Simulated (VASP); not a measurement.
# K3AsF6 (Fm-3m) in VASP: a series of runs

The runs below take K3AsF6 through single point, with LDA.

Program: VASP 6.6.1. These are calculated values, not measurements. Logs are shortened: lines on timing, memory, paths and dates and some standing lists are left out, and cuts for length are marked.

**1. The cell of the first run**

It takes space group Fm-3m (No. 225, cubic). The conventional cell has a = 9.168 Å, b = 9.168 Å, c = 9.168 Å, α = 90.00°, β = 90.00°, γ = 90.00°. Within 4.3 Å of K (site symmetry -43m) lie 12 F at 3.25 Å and 4 K at 3.97 Å and 4 As at 3.97 Å. K (site symmetry m-3m) has 6 F at 2.52 Å within 3.3 Å. As (site symmetry m-3m) has 6 F at 2.07 Å within 2.7 Å. Within 2.7 Å of F (site symmetry 4mm) lie 1 As at 2.07 Å and 1 K at 2.52 Å.

**2. Single point, LDA**

INCAR reads:

```
PREC = Accurate
ENCUT = 520
EDIFF = 1E-7
ISMEAR = 0
SIGMA = 0.01
LREAL = False
LASPH = True
NELM = 80
ALGO = Normal
ISIF = 2
LWAVE = False
LCHARG = True
GGA = CA
LELF = True
LVHAR = True
NBANDS = 48
```

KPOINTS reads:

```
Automatic mesh
0
Gamma
  2 2 2
```

POSCAR reads:

```
K3AsF6
1.0
    0.0000000000      4.5838600000      4.5838600000
    4.5838600000      0.0000000000      4.5838600000
    4.5838600000      4.5838600000      0.0000000000
K As F
3 1 6
Direct
    0.2500000000      0.2500000000      0.2500000000
    0.7500000000      0.7500000000      0.7500000000
    0.5000000000      0.5000000000      0.5000000000
    0.0000000000      0.0000000000      0.0000000000
    0.2253300000      0.2253300000      0.7746700000
    0.2253300000      0.7746700000      0.7746700000
    0.7746700000      0.7746700000      0.2253300000
    0.2253300000      0.7746700000      0.2253300000
    0.7746700000      0.2253300000      0.7746700000
    0.7746700000      0.2253300000      0.2253300000
```

Potentials or basis: VASP PAW LDA potentials, release 64 (K_sv, As, F).

The run is started by

```
$ cat potpaw_LDA.64/K_sv/POTCAR potpaw_LDA.64/As/POTCAR potpaw_LDA.64/F/POTCAR > POTCAR
$ mpirun -np 1 vasp_std > vasp.out
```

OUTCAR:

```text
PREC = Accurate
   ENCUT = 520
   EDIFF = 1E-7
   ISMEAR = 0
   LREAL = False
   LASPH = True
   NELM = 80
   ISIF = 2
   GGA = CA

 ion  position               nearest neighbor table
   1  0.250  0.250  0.250-
   2  0.750  0.750  0.750-
   3  0.500  0.500  0.500-   5 2.52   6 2.52   7 2.52   8 2.52   9 2.52  10 2.52
   4  0.000  0.000  0.000-   5 2.07   6 2.07   7 2.07   8 2.07   9 2.07  10 2.07
   5  0.225  0.225  0.775-   4 2.07   3 2.52
   6  0.225  0.775  0.775-   4 2.07   3 2.52
   7  0.775  0.775  0.225-   4 2.07   3 2.52
   8  0.225  0.775  0.225-   4 2.07   3 2.52
   9  0.775  0.225  0.775-   4 2.07   3 2.52
  10  0.775  0.225  0.225-   4 2.07   3 2.52

  LATTYP: Found a face centered cubic cell.
 ALAT       =     9.1677200000

  Lattice vectors:

 A1 = (   0.0000000000,   4.5838600000,   4.5838600000)
 A2 = (   4.5838600000,   0.0000000000,   4.5838600000)
 A3 = (   4.5838600000,   4.5838600000,   0.0000000000)

Analysis of symmetry for initial positions (statically):
=====================================================================
 Subroutine PRICEL returns:
 Original cell was already a primitive cell.

 Routine SETGRP: Setting up the symmetry group for a
 face centered cubic supercell.

 Subroutine GETGRP returns: Found 48 space group operations
 (whereof 48 operations were pure point group operations)
 out of a pool of 48 trial point group operations.

The static configuration has the point symmetry O_h .

Analysis of symmetry for dynamics (positions and initial velocities):
=====================================================================
 Subroutine PRICEL returns:
 Original cell was already a primitive cell.

 Routine SETGRP: Setting up the symmetry group for a
 face centered cubic supercell.

 Subroutine GETGRP returns: Found 48 space group operations
 (whereof 48 operations were pure point group operations)
 out of a pool of 48 trial point group operations.

The dynamic configuration has the point symmetry O_h .

 Subroutine INISYM returns: Found 48 space group operations
 (whereof 48 operations are pure point group operations),
 and found     1 'primitive' translations

----------------------------------------------------------------------------------------

                                     Primitive cell

  volume of cell :     192.6300

  direct lattice vectors                    reciprocal lattice vectors
     0.000000000  4.583860000  4.583860000    -0.109078375  0.109078375  0.109078375
     4.583860000  0.000000000  4.583860000     0.109078375 -0.109078375  0.109078375
     4.583860000  4.583860000  0.000000000     0.109078375  0.109078375 -0.109078375

  length of vectors
     6.482556980  6.482556980  6.482556980     0.188929287  0.188929287  0.188929287

  position of ions in fractional coordinates (direct lattice)
     0.250000000  0.250000000  0.250000000
     0.750000000  0.750000000  0.750000000
     0.500000000  0.500000000  0.500000000
     0.000000000  0.000000000  0.000000000
     0.225330000  0.225330000  0.774670000
     0.225330000  0.774670000  0.774670000
     0.774670000  0.774670000  0.225330000
     0.225330000  0.774670000  0.225330000
     0.774670000  0.225330000  0.774670000
     0.774670000  0.225330000  0.225330000

  ion indices of the primitive-cell ions
   primitive index   ion index
                 1           1
                 2           2
                 3           3
                 4           4
                 5           5
                 6           6
                 7           7
                 8           8
                 9           9
                10          10

----------------------------------------------------------------------------------------

 KPOINTS: Automatic mesh

Automatic generation of k-mesh.
 Grid dimensions read from file:
 generate k-points for:    2    2    2

 Generating k-lattice:

  Cartesian coordinates                     Fractional coordinates (reciprocal lattice)
    -0.054539187  0.054539187  0.054539187     0.500000000  0.000000000  0.000000000
     0.054539187 -0.054539187  0.054539187     0.000000000  0.500000000  0.000000000
     0.054539187  0.054539187 -0.054539187     0.000000000  0.000000000  0.500000000

  Length of vectors
     0.094464644  0.094464644  0.094464644

  Shift w.r.t. Gamma in fractional coordinates (k-lattice)
     0.000000000  0.000000000  0.000000000

 Subroutine IBZKPT returns following result:
 ===========================================

 Found      3 irreducible k-points:

 Following reciprocal coordinates:
            Coordinates               Weight
  0.000000  0.000000  0.000000      1.000000
  0.500000  0.000000  0.000000      4.000000
  0.500000  0.500000  0.000000      3.000000
   k-points           NKPTS =      3   k-points in BZ     NKDIM =      3   number of bands    NBANDS=     48
   number of dos      NEDOS =    301   number of ions     NIONS =     10
   total plane-waves  NPLWV = 110592
   dimension x,y,z NGX =    48 NGY =   48 NGZ =   48
   dimension x,y,z NGXF=    96 NGYF=   96 NGZF=   96
   ions per type =               3   1   6
   NGX,Y,Z   is equivalent  to a cutoff of  12.31, 12.31, 12.31 a.u.
   NGXF,Y,Z  is equivalent  to a cutoff of  24.62, 24.62, 24.62 a.u.
 SYSTEM =  unknown system
   PREC   = accura    normal or accurate (medium, high low for compatibility)
   ISTART =      0    job   : 0-new  1-cont  2-samecut
   ICHARG =      2    charge: 1-file 2-atom 10-const
   ISPIN  =      1    spin polarized calculation?
   LNONCOLLINEAR =      F non collinear calculations
   LSORBIT =      F    spin-orbit coupling
   LASPH  =      T    aspherical Exc in radial PAW
   ENCUT  =  520.0 eV  38.22 Ry    6.18 a.u.  12.05 12.05 12.05*2*pi/ulx,y,z
   NELM   =     80;   NELMIN=  2; NELMDL= -5     # of ELM steps
   EDIFF  = 0.1E-06   stopping-criterion for ELM
   LREAL  =      F    real-space projection
   EDIFFG = 0.1E-05   stopping-criterion for IOM
   NSW    =      0    number of steps for IOM
   IBRION =     -1    ionic relax: 0-MD 1-quasi-New 2-CG
   NFREE  =      0    steps in history (QN), initial steepest desc. (CG)
   ISIF   =      2    stress and relaxation
   ISYM   =      2    0-nonsym 1-usesym 2-fastsym
   POTIM  = 0.5000    time-step for ionic-motion
   TEBEG  =    0.0;   TEEND  =   0.0 temperature during run
   PSTRESS=    0.0 pullay stress
   NELECT =      74.0000    total number of electrons
   NUPDOWN=      -1.0000    fix difference up-down
   EMIN   =  10.00;   EMAX   =-10.00  energy-range for DOS
   EFERMI =   0.00;   METHOD = LEGACY
   ISMEAR =     0;   SIGMA  =   0.01  broadening in eV -4-tet -1-fermi 0-gaus
   EFERMI_NEDOS =   21; number of points for ismear=-14 and -15
   IALGO  =     38    algorithm
   IMIX   =      4    mixing-type and parameters
     AMIX     =   0.40;   BMIX     =  1.00
     AMIX_MAG =   1.60;   BMIX_MAG =  1.00
  volume/ion in A,a.u.               =      19.26       129.99
  Fermi-wavevector in a.u.,A,eV,Ry     =   1.190083  2.248932 19.269911  1.416298
  Thomas-Fermi vector in A             =   2.326176
   LORBIT       =      0    0 simple, 1 ext, 2 COOP (PROOUT), +10 PAW based schemes
   GGA     = CA    functional components
   LHFCALC =     F    Hartree Fock is set to
   AEXX    =    0.0000 exact exchange contribution
   IVDW    =     0    specifies the selected vdW correction
   LEPSILON=     F    determine dielectric tensor
   LRPA    =     F    only Hartree local field effects (RPA)
 non-spin polarized calculation
 Gauss-broadening in eV      SIGMA  =   0.01
  energy-cutoff  :      520.00
  volume of cell :      192.63
 maximum number of plane-waves:      5218
   NGX = 25   NGY = 25   NGZ = 25

 number of electron      74.0000006 magnetization

 Free energy of the ion-electron system (eV)
  ---------------------------------------------------
  ext. energy  EPLUGINS =         0.00000000
  ---------------------------------------------------
  free energy    TOTEN  =       -47.59756169 eV

  energy without entropy =      -47.59756169  energy(sigma->0) =      -47.59756169

 E-fermi :  -0.8980     XC(G=0):  -8.7397

 val. band max:       -1.0195758490   @ k =   0.5000   0.0000   0.0000
 cond. band min:       3.0422506760   @ k =   0.0000   0.0000   0.0000
 fundamental gap:      4.0618265250
 Fermi energy:        -0.8980414248

 k-point     1 :       0.0000    0.0000    0.0000
  band No.  band energies     occupation
      1     -29.6375      2.00000
      2     -29.6301      2.00000
      3     -28.0789      2.00000
      4     -22.7255      2.00000
      5     -22.3088      2.00000
      6     -22.3088      2.00000
[... 40 lines left out ...]
     47       7.0901      0.00000
     48       7.1983      0.00000

 k-point     2 :       0.5000    0.0000    0.0000
  band No.  band energies     occupation
      1     -29.6334      2.00000
      2     -29.6334      2.00000
      3     -28.0786      2.00000
      4     -22.7523      2.00000
      5     -22.2863      2.00000
      6     -22.2858      2.00000
[... 40 lines left out ...]
     47       6.9131      0.00000
     48       7.4019      0.00000

 k-point     3 :       0.5000    0.5000    0.0000
  band No.  band energies     occupation
      1     -29.6344      2.00000
      2     -29.6321      2.00000
      3     -28.0786      2.00000
      4     -22.7312      2.00000
      5     -22.3130      2.00000
      6     -22.3130      2.00000
[... 40 lines left out ...]
     47       7.0531      0.00000
     48       7.1259      0.00000

------------------------ aborting loop because EDIFF is reached ----------------------------------------

  FORCE on cell =-STRESS in cart. coord.  units (eV):
  Direction    XX          YY          ZZ          XY          YZ          ZX
  --------------------------------------------------------------------------------------
  -------------------------------------------------------------------------------------
  Total       -5.3426816     -5.3426816     -5.3426816      0.0000000      0.0000000     -0.0000000
  in kB      -44.4371137    -44.4371137    -44.4371137      0.0000000      0.0000000     -0.0000000
  external PRESSURE =     -44.4371137 kB  Pullay stress =       0.0000000 kB

 VOLUME and BASIS-vectors are now :
 -----------------------------------------------------------------------------
  energy-cutoff  :      520.00
  volume of cell :      192.63
      direct lattice vectors                 reciprocal lattice vectors
     0.000000000  4.583860000  4.583860000    -0.109078375  0.109078375  0.109078375
     4.583860000  0.000000000  4.583860000     0.109078375 -0.109078375  0.109078375
     4.583860000  4.583860000  0.000000000     0.109078375  0.109078375 -0.109078375

 POSITION                                       TOTAL-FORCE (eV/Angst)
 -----------------------------------------------------------------------------------
      2.29193      2.29193      2.29193        -0.000000      0.000000      0.000000
      6.87579      6.87579      6.87579        -0.000000      0.000000      0.000000
      4.58386      4.58386      4.58386        -0.000000      0.000000      0.000000
      0.00000      0.00000      0.00000        -0.000000      0.000000      0.000000
      4.58386      4.58386      2.06576        -0.000000      0.000000     -0.253300
      7.10196      4.58386      4.58386         0.253300      0.000000      0.000000
      4.58386      4.58386      7.10196        -0.000000      0.000000      0.253300
      4.58386      2.06576      4.58386        -0.000000     -0.253300      0.000000
      4.58386      7.10196      4.58386        -0.000000      0.253300      0.000000
      2.06576      4.58386      4.58386        -0.253300      0.000000      0.000000
 -----------------------------------------------------------------------------------
    total drift:                               -0.000000     -0.000000     -0.000000

  FREE ENERGIE OF THE ION-ELECTRON SYSTEM (eV)
  ---------------------------------------------------
  free  energy   TOTEN  =       -47.5975616900 eV

  energy  without entropy=      -47.5975616900  energy(sigma->0) =      -47.59756169
```

It took 21 s on 1 thread of Intel Xeon 6975P-C (Granite Rapids), shared host; peak memory 0.25 GiB.

Results:

| Item | Value |
| --- | --- |
| Free energy | -47.5976 eV |
| Pressure | -4.4 GPa |
| Largest force | 0.253 eV/Å |
| Band gap on the k mesh | 4.06 eV, indirect (least direct gap 4.28 eV) |

Forces on the atoms (eV/Å):
```
K    0.000  0.000  0.000
K    0.000  0.000  0.000
K    0.000  0.000  0.000
As   0.000  0.000  0.000
F    0.000  0.000 -0.253
F    0.253  0.000  0.000
F    0.000  0.000  0.253
F    0.000 -0.253  0.000
F    0.000  0.253  0.000
F   -0.253  0.000  0.000
```

Caveat: the k points lie up to 0.59 Å⁻¹ apart. As with any semilocal functional, this LDA gap is likely too small.

**3. Single point, LDA**

INCAR reads:

```
SYSTEM = K3AsF6
  PREC = Accurate
  ENCUT = 520
  EDIFF = 1E-6
  ISMEAR = 0
  SIGMA = 0.01
  LREAL = .FALSE.
  LASPH = .TRUE.
  NELM = 80
  ALGO = Normal
  ISIF = 2
  LWAVE = .FALSE.
  LCHARG = .FALSE.
  GGA = CA
  NBANDS = 48
```

KPOINTS reads:

```
regular mesh
0
G
  2 2 2
  0 0 0
```

POSCAR is that of step 2.

Potentials or basis: VASP PAW LDA potentials, release 64 (K_sv, As, F).

The run is started by

```
$ cat potpaw_LDA.64/K_sv/POTCAR potpaw_LDA.64/As/POTCAR potpaw_LDA.64/F/POTCAR > POTCAR
$ mpirun -np 1 vasp_std > vasp.out
```

It took 18 s on 1 thread of Intel Xeon 6975P-C (Granite Rapids), shared host; peak memory 0.25 GiB.

The run converged. Its results:

```
Free energy            : -47.5976 eV
Pressure               : -4.4 GPa
Largest force          : 0.254 eV/Å
Band gap on the k mesh : 4.06 eV, indirect (least direct gap 4.28 eV)
```

Forces on the atoms (eV/Å):
```
K    0.000  0.000  0.000
K    0.000  0.000  0.000
K    0.000  0.000  0.000
As   0.000  0.000  0.000
F    0.000  0.000 -0.254
F    0.254  0.000  0.000
F    0.000  0.000  0.254
F    0.000 -0.254  0.000
F    0.000  0.254  0.000
F   -0.254  0.000  0.000
```

Levels at points of the mesh, in eV from the valence-band top:
| k point | band 34 | band 35 | band 36 | band 37 | band 38 | band 39 | band 40 | band 41 |
| --- | --- | --- | --- | --- | --- | --- | --- | --- |
| (0.00, 0.00, 0.00) | -2.37 | -2.37 | -2.37 | -0.49 | 4.06 | 4.96 | 4.96 | 4.96 |
| (0.50, 0.00, 0.00) | -2.49 | -2.49 | -2.45 | 0.00 | 4.28 | 5.08 | 5.08 | 5.66 |
| (0.50, 0.50, 0.00) | -2.64 | -2.64 | -2.37 | -0.22 | 4.79 | 5.19 | 5.19 | 6.40 |

Caveat: the k points lie up to 0.59 Å⁻¹ apart. LDA gaps usually lie below the measured ones, often by a third to a half.
